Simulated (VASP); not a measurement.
Here is a VASP 6.6.1 calculation.

The input INCAR:

```
SYSTEM = SnSe
PREC = Accurate
ENCUT = 520
EDIFF = 1E-6
ISMEAR = 1
SIGMA = 0.1
LREAL = .FALSE.
LASPH = .TRUE.
NELM = 60
ALGO = Normal
ISIF = 2
LWAVE = .FALSE.
LCHARG = .FALSE.
GGA = PS
NBANDS = 17
```

File KPOINTS:

```
regular mesh
0
G
  6 6 6
  0 0 0
```

The input POSCAR:

```
SnSe
1.0
    0.0000000000      3.0882165597      3.0882165597
    3.0882165597      0.0000000000      3.0882165597
    3.0882165597      3.0882165597      0.0000000000
Sn Se
1 1
Direct
    0.0000000000      0.0000000000      0.0000000000
    0.5000000000      0.5000000000      0.5000000000
```

Potentials or basis: VASP PAW PBE potentials, release 64 (Sn_d, Se).

Launch:

```sh
$ cat potpaw_PBE.64/Sn_d/POTCAR potpaw_PBE.64/Se/POTCAR > POTCAR
$ mpirun -np 1 vasp_std > vasp.out
```

Q: Predict the pressure.

A: -5.3 GPa.

Q: Predict the band gap on the k mesh.

A: 0.33 eV, direct.

Caveat: the PAW data sets were made with another functional, which shifts forces and pressure a little; spin-orbit coupling is left out, which moves the levels of the heavy elements. A k mesh can miss the band edges.
